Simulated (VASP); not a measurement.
# TaN (Fm-3m) in VASP: further runs

TaN is run at these levels: LDA; tasks: relaxation of cell and atoms.

Everything below comes from runs of VASP 6.6.1. Logs are shortened: lines on timing, memory, paths and dates and some standing lists are left out, and cuts for length are marked.

## (1) The cell of the first run

The structure is cubic, space group Fm-3m (No. 225). The conventional cell has a = 4.417 Å, b = 4.417 Å, c = 4.417 Å, α = 90.00°, β = 90.00°, γ = 90.00°. Ta (site symmetry m-3m) has 6 N at 2.21 Å within 2.9 Å. N (site symmetry m-3m) has 6 Ta at 2.21 Å within 2.9 Å.

## (2) Relaxation of cell and atoms, LDA

Contents of INCAR:

```
SYSTEM = TaN
PREC = Accurate
ENCUT = 600
EDIFF = 1E-7
ISMEAR = 0
SIGMA = 0.1
LREAL = .FALSE.
LASPH = .TRUE.
NELM = 80
ALGO = Normal
ISIF = 3
LWAVE = .FALSE.
LCHARG = .FALSE.
GGA = CA
IBRION = 2
NSW = 70
EDIFFG = -0.005
```

Contents of KPOINTS:

```
regular mesh
0
G
  16 16 16
  0 0 0
```

Contents of POSCAR:

```
TaN
1.0
    0.0000000000      2.2086347751      2.2086347751
    2.2086347751      0.0000000000      2.2086347751
    2.2086347751      2.2086347751      0.0000000000
Ta N
1 1
Direct
    0.5000000000      0.5000000000      0.5000000000
    0.0000000000      0.0000000000      0.0000000000
```

Potentials or basis: VASP PAW LDA potentials, release 64 (Ta_pv, N).

Started as:

```sh
$ cat potpaw_LDA.64/Ta_pv/POTCAR potpaw_LDA.64/N/POTCAR > POTCAR
$ mpirun -np 1 vasp_std > vasp.out
```

OUTCAR:

```text
SYSTEM = TaN
   PREC = Accurate
   ENCUT = 600
   EDIFF = 1E-7
   ISMEAR = 0
   LREAL = .FALSE.
   LASPH = .TRUE.
   NELM = 80
   ISIF = 3
   GGA = CA
   IBRION = 2
   NSW = 70
   EDIFFG = -0.005

 ion  position               nearest neighbor table
   1  0.500  0.500  0.500-   2 2.21   2 2.21   2 2.21   2 2.21   2 2.21   2 2.21
   2  0.000  0.000  0.000-   1 2.21   1 2.21   1 2.21   1 2.21   1 2.21   1 2.21

  LATTYP: Found a face centered cubic cell.
 ALAT       =     4.4172695502

  Lattice vectors:

 A1 = (   0.0000000000,   2.2086347751,   2.2086347751)
 A2 = (   2.2086347751,   0.0000000000,   2.2086347751)
 A3 = (   2.2086347751,   2.2086347751,   0.0000000000)

Analysis of symmetry for initial positions (statically):
=====================================================================
 Subroutine PRICEL returns:
 Original cell was already a primitive cell.

 Routine SETGRP: Setting up the symmetry group for a
 face centered cubic supercell.

 Subroutine GETGRP returns: Found 48 space group operations
 (whereof 48 operations were pure point group operations)
 out of a pool of 48 trial point group operations.

The static configuration has the point symmetry O_h .

Analysis of symmetry for dynamics (positions and initial velocities):
=====================================================================
 Subroutine PRICEL returns:
 Original cell was already a primitive cell.

 Routine SETGRP: Setting up the symmetry group for a
 face centered cubic supercell.

 Subroutine GETGRP returns: Found 48 space group operations
 (whereof 48 operations were pure point group operations)
 out of a pool of 48 trial point group operations.

The dynamic configuration has the point symmetry O_h .

 Subroutine INISYM returns: Found 48 space group operations
 (whereof 48 operations are pure point group operations),
 and found     1 'primitive' translations

----------------------------------------------------------------------------------------

                                     Primitive cell

  volume of cell :      21.5477

  direct lattice vectors                    reciprocal lattice vectors
     0.000000000  2.208634775  2.208634775    -0.226384192  0.226384192  0.226384192
     2.208634775  0.000000000  2.208634775     0.226384192 -0.226384192  0.226384192
     2.208634775  2.208634775  0.000000000     0.226384192  0.226384192 -0.226384192

  length of vectors
     3.123481253  3.123481253  3.123481253     0.392108923  0.392108923  0.392108923

  position of ions in fractional coordinates (direct lattice)
     0.500000000  0.500000000  0.500000000
     0.000000000  0.000000000  0.000000000

  ion indices of the primitive-cell ions
   primitive index   ion index
                 1           1
                 2           2

----------------------------------------------------------------------------------------

 KPOINTS: regular mesh

Automatic generation of k-mesh.
 Grid dimensions read from file:
 generate k-points for:   16   16   16

 Generating k-lattice:

  Cartesian coordinates                     Fractional coordinates (reciprocal lattice)
    -0.014149012  0.014149012  0.014149012     0.062500000  0.000000000  0.000000000
     0.014149012 -0.014149012  0.014149012     0.000000000  0.062500000  0.000000000
     0.014149012  0.014149012 -0.014149012     0.000000000  0.000000000  0.062500000

  Length of vectors
     0.024506808  0.024506808  0.024506808

  Shift w.r.t. Gamma in fractional coordinates (k-lattice)
     0.000000000  0.000000000  0.000000000

 Subroutine IBZKPT returns following result:
 ===========================================

 Found    145 irreducible k-points:

 Following reciprocal coordinates:
            Coordinates               Weight
  0.000000  0.000000  0.000000      1.000000
  0.062500  0.000000  0.000000      8.000000
  0.125000  0.000000  0.000000      8.000000
  0.187500  0.000000  0.000000      8.000000
  0.250000  0.000000  0.000000      8.000000
  0.312500  0.000000  0.000000      8.000000
[... 16 lines left out ...]
 -0.125000  0.062500  0.000000     24.000000
 -0.062500  0.062500  0.000000     12.000000
 [... further k-points ...]
   k-points           NKPTS =    145   k-points in BZ     NKDIM =    145   number of bands    NBANDS=     12
   number of dos      NEDOS =    301   number of ions     NIONS =      2
   total plane-waves  NPLWV =  21952
   dimension x,y,z NGX =    28 NGY =   28 NGZ =   28
   dimension x,y,z NGXF=    56 NGYF=   56 NGZF=   56
   ions per type =               1   1
   NGX,Y,Z   is equivalent  to a cutoff of  14.90, 14.90, 14.90 a.u.
   NGXF,Y,Z  is equivalent  to a cutoff of  29.81, 29.81, 29.81 a.u.
 SYSTEM =  TaN
   PREC   = accura    normal or accurate (medium, high low for compatibility)
   ISTART =      0    job   : 0-new  1-cont  2-samecut
   ICHARG =      2    charge: 1-file 2-atom 10-const
   ISPIN  =      1    spin polarized calculation?
   LNONCOLLINEAR =      F non collinear calculations
   LSORBIT =      F    spin-orbit coupling
   LASPH  =      T    aspherical Exc in radial PAW
   ENCUT  =  600.0 eV  44.10 Ry    6.64 a.u.   6.24  6.24  6.24*2*pi/ulx,y,z
   NELM   =     80;   NELMIN=  2; NELMDL= -5     # of ELM steps
   EDIFF  = 0.1E-06   stopping-criterion for ELM
   LREAL  =      F    real-space projection
   EDIFFG = -.5E-02   stopping-criterion for IOM
   NSW    =     70    number of steps for IOM
   IBRION =      2    ionic relax: 0-MD 1-quasi-New 2-CG
   NFREE  =      1    steps in history (QN), initial steepest desc. (CG)
   ISIF   =      3    stress and relaxation
   ISYM   =      2    0-nonsym 1-usesym 2-fastsym
   POTIM  = 0.5000    time-step for ionic-motion
   TEBEG  =    0.0;   TEEND  =   0.0 temperature during run
   PSTRESS=    0.0 pullay stress
   NELECT =      16.0000    total number of electrons
   NUPDOWN=      -1.0000    fix difference up-down
   EMIN   =  10.00;   EMAX   =-10.00  energy-range for DOS
   EFERMI =   0.00;   METHOD = LEGACY
   ISMEAR =     0;   SIGMA  =   0.10  broadening in eV -4-tet -1-fermi 0-gaus
   EFERMI_NEDOS =   21; number of points for ismear=-14 and -15
   IALGO  =     38    algorithm
   IMIX   =      4    mixing-type and parameters
     AMIX     =   0.40;   BMIX     =  1.00
     AMIX_MAG =   1.60;   BMIX_MAG =  1.00
  volume/ion in A,a.u.               =      10.77        72.71
  Fermi-wavevector in a.u.,A,eV,Ry     =   1.482453  2.801430 29.901072  2.197667
  Thomas-Fermi vector in A             =   2.596237
   LORBIT       =      0    0 simple, 1 ext, 2 COOP (PROOUT), +10 PAW based schemes
   GGA     = CA    functional components
   LHFCALC =     F    Hartree Fock is set to
   AEXX    =    0.0000 exact exchange contribution
   IVDW    =     0    specifies the selected vdW correction
   LEPSILON=     F    determine dielectric tensor
   LRPA    =     F    only Hartree local field effects (RPA)
 conjugate gradient relaxation of ions
 non-spin polarized calculation
 Gauss-broadening in eV      SIGMA  =   0.10
  energy-cutoff  :      600.00
  volume of cell :       21.55
 maximum number of plane-waves:       736
 NGX is ok and might be reduce to    28
   NGX = 13   NGY = 13   NGZ = 13

--------------------------------------- Ionic step        1  -------------------------------------------

 number of electron      15.9999999 magnetization

 Free energy of the ion-electron system (eV)
  ---------------------------------------------------
  ext. energy  EPLUGINS =         0.00000000
  ---------------------------------------------------
  free energy    TOTEN  =       -24.10913533 eV

  energy without entropy =      -24.10335668  energy(sigma->0) =      -24.10624600

------------------------ aborting loop because EDIFF is reached ----------------------------------------

  FORCE on cell =-STRESS in cart. coord.  units (eV):
  Direction    XX          YY          ZZ          XY          YZ          ZX
  --------------------------------------------------------------------------------------
  -------------------------------------------------------------------------------------
  Total       -1.9232393     -1.9232393     -1.9232393     -0.0000000     -0.0000000      0.0000000
  in kB     -143.0020278   -143.0020278   -143.0020278     -0.0000000     -0.0000000      0.0000000
  external PRESSURE =    -143.0020278 kB  Pullay stress =       0.0000000 kB
[... 21 lines left out ...]
  energy  without entropy=      -24.1033566751  energy(sigma->0) =      -24.10624600

--------------------------------------- Ionic step        2  -------------------------------------------

 number of electron      16.0000001 magnetization

 E-fermi :  10.9400     XC(G=0): -14.3751

 val. band max:       10.9371896714   @ k =  -0.3125   0.3125   0.1250
 cond. band min:      10.9577052591   @ k =  -0.4375   0.1875   0.0000
 fundamental gap:      0.0205155877
 Fermi energy:        10.9399800242

 k-point     1 :       0.0000    0.0000    0.0000
  band No.  band energies     occupation
      1     -24.3616      2.00000
      2     -24.3616      2.00000
      3     -24.3616      2.00000
      4      -8.7268      2.00000
      5       6.8147      2.00000
      6       6.8147      2.00000
      7       6.8147      2.00000
      8       8.4240      2.00000
      9       8.4240      2.00000
     10       8.4240      2.00000
     11      10.9770      0.60073
     12      10.9770      0.60073
[... 522 lines left out ...]
  energy  without entropy=      -24.1445053894  energy(sigma->0) =      -24.14727877

--------------------------------------- Ionic step        7  -------------------------------------------

 number of electron      16.0000001 magnetization

 Free energy of the ion-electron system (eV)
  ---------------------------------------------------
  ext. energy  EPLUGINS =         0.00000000
  ---------------------------------------------------
  free energy    TOTEN  =       -24.15008316 eV

  energy without entropy =      -24.14454281  energy(sigma->0) =      -24.14731298

 E-fermi :   9.7209     XC(G=0): -13.8172

 val. band max:        9.7092399678   @ k =  -0.3125   0.3750   0.1875
 cond. band min:       9.7276874316   @ k =  -0.3125   0.3125   0.1250
 fundamental gap:      0.0184474638
 Fermi energy:         9.7209156195

 k-point     1 :       0.0000    0.0000    0.0000
  band No.  band energies     occupation
      1     -25.7749      2.00000
      2     -25.7749      2.00000
      3     -25.7749      2.00000
      4      -9.1131      2.00000
      5       5.8799      2.00000
      6       5.8799      2.00000
      7       5.8799      2.00000
      8       7.5168      2.00000
      9       7.5168      2.00000
     10       7.5168      2.00000
     11       9.7336      0.85743
     12       9.7336      0.85742
[... 374 lines left out ...]
  FREE ENERGIE OF THE ION-ELECTRON SYSTEM (eV)
  ---------------------------------------------------
  free  energy   TOTEN  =       -24.1500831614 eV

  energy  without entropy=      -24.1445428063  energy(sigma->0) =      -24.14731298

 reached required accuracy - stopping structural energy minimisation
```

It took 3.7 min on 1 thread of Intel Xeon 8259CL, shared host; peak memory 0.2 GiB.

Results:

| Quantity | Value |
| --- | --- |
| Free energy | -24.1501 eV |
| Relaxed volume | 10.33 Å³/atom |
| Relaxed cell | a = 3.080 Å, b = 3.080 Å, c = 3.080 Å, α = 60.00°, β = 60.00°, γ = 60.00° |
| Space group after relaxing (to 0.1 Å) | Fm-3m (No. 225) |
| Energy gained by relaxing | 20.5 meV/atom |
| Ionic steps | 7 |
| Pressure after relaxing | 0.0 GPa |
| Band gap on the k mesh | zero (bands 8 and 9 overlap by 4.18 eV) |

Step by step:
```csv
step,energy change (eV),largest force (eV/Å),pressure (GPa),volume (Å³)
1,0.0000,0.0000,-14.30,21.55
2,0.2249,0.0000,47.15,18.69
3,-0.0409,0.0000,-0.59,20.70
4,-0.0409,0.0000,-0.08,20.67
5,-0.0409,0.0000,0.22,20.65
6,-0.0409,0.0000,-0.42,20.69
7,-0.0409,0.0000,-0.03,20.66
```

Final structure:
```cif
data_structure
_symmetry_space_group_name_H-M 'P 1'
_symmetry_Int_Tables_number 1
_cell_length_a 3.0802
_cell_length_b 3.0802
_cell_length_c 3.0802
_cell_angle_alpha 60.000
_cell_angle_beta 60.000
_cell_angle_gamma 60.000
_cell_volume 20.66
loop_
_atom_site_label
_atom_site_type_symbol
_atom_site_fract_x
_atom_site_fract_y
_atom_site_fract_z
_atom_site_occupancy
Ta1 Ta 0.50000 0.50000 0.50000 1
N1 N 0.00000 0.00000 0.00000 1
```

Levels at points of the mesh, in eV from the Fermi level:
| k point | band 6 | band 7 | band 8 | band 9 | band 10 | band 11 |
| --- | --- | --- | --- | --- | --- | --- |
| (0.00, 0.00, 0.00) | -3.84 | -3.84 | -2.20 | -2.20 | -2.20 | 0.01 |
| (0.50, 0.00, 0.00) | -7.77 | -7.77 | 1.98 | 1.98 | 2.10 | 4.06 |
| (0.50, 0.50, 0.00) | -5.66 | -4.62 | -4.62 | 2.15 | 3.70 | 3.70 |

Caveat: spin-orbit coupling is left out, which moves the levels of the heavy elements.

## (3) Relaxation of cell and atoms, LDA

INCAR is that of step 2.

KPOINTS is that of step 2.

Contents of POSCAR:

```
TaN
1.0
    0.0000000000      2.2086347780      2.2086347780
    2.2086347780      0.0000000000      2.2086347780
    2.2086347780      2.2086347780      0.0000000000
Ta N
1 1
Direct
    0.5000000000      0.5000000000      0.5000000000
    0.0000000000      0.0000000000      0.0000000000
```

Potentials or basis: VASP PAW LDA potentials, release 64 (Ta_pv, N).

Started as:

```sh
$ cat potpaw_LDA.64/Ta_pv/POTCAR potpaw_LDA.64/N/POTCAR > POTCAR
$ mpirun -np 1 vasp_std > vasp.out
```

It took 3.2 min on 1 thread of Intel Xeon 8259CL, shared host; peak memory 0.2 GiB.

Results (log left out):

```
Free energy                           : -24.1501 eV
Relaxed volume                        : 10.33 Å³/atom
Relaxed cell                          : a = 3.080 Å, b = 3.080 Å, c = 3.080 Å, α = 60.00°, β = 60.00°, γ = 60.00°
Space group after relaxing (to 0.1 Å) : Fm-3m (No. 225)
Energy gained by relaxing             : 20.5 meV/atom
Ionic steps                           : 7
Pressure after relaxing               : 0.0 GPa
Band gap on the k mesh                : zero (bands 8 and 9 overlap by 4.18 eV)
```

The path:
```
step  energy change (eV)  largest force (eV/Å)  pressure (GPa)  volume (Å³)
   1              0.0000                0.0000          -14.30        21.55
   2              0.2249                0.0000           47.15        18.69
   3             -0.0409                0.0000           -0.59        20.70
   4             -0.0409                0.0000           -0.08        20.67
   5             -0.0409                0.0000            0.22        20.65
   6             -0.0409                0.0000           -0.42        20.69
   7             -0.0409                0.0000           -0.03        20.66
```

Final structure:
```yaml
crystal:
  lattice:
    - [0.00000, 2.17803, 2.17803]
    - [2.17803, 0.00000, 2.17803]
    - [2.17803, 2.17803, 0.00000]
  atoms:
    - { symbol: Ta, position: [0.50000, 0.50000, 0.50000] }
    - { symbol: N, position: [0.00000, 0.00000, 0.00000] }
```

Levels at points of the mesh, in eV from the Fermi level:
| k point | band 5 | band 6 | band 7 | band 8 | band 9 | band 10 | band 11 | band 12 |
| --- | --- | --- | --- | --- | --- | --- | --- | --- |
| (0.00, 0.00, 0.00) | -3.84 | -3.84 | -3.84 | -2.20 | -2.20 | -2.20 | 0.01 | 0.01 |
| (0.50, 0.00, 0.00) | -10.56 | -7.77 | -7.77 | 1.98 | 1.98 | 2.10 | 4.06 | 7.82 |
| (0.50, 0.50, 0.00) | -6.58 | -5.66 | -4.62 | -4.62 | 2.15 | 3.70 | 3.70 | 4.94 |

Caveat: spin-orbit coupling is left out, which moves the levels of the heavy elements.
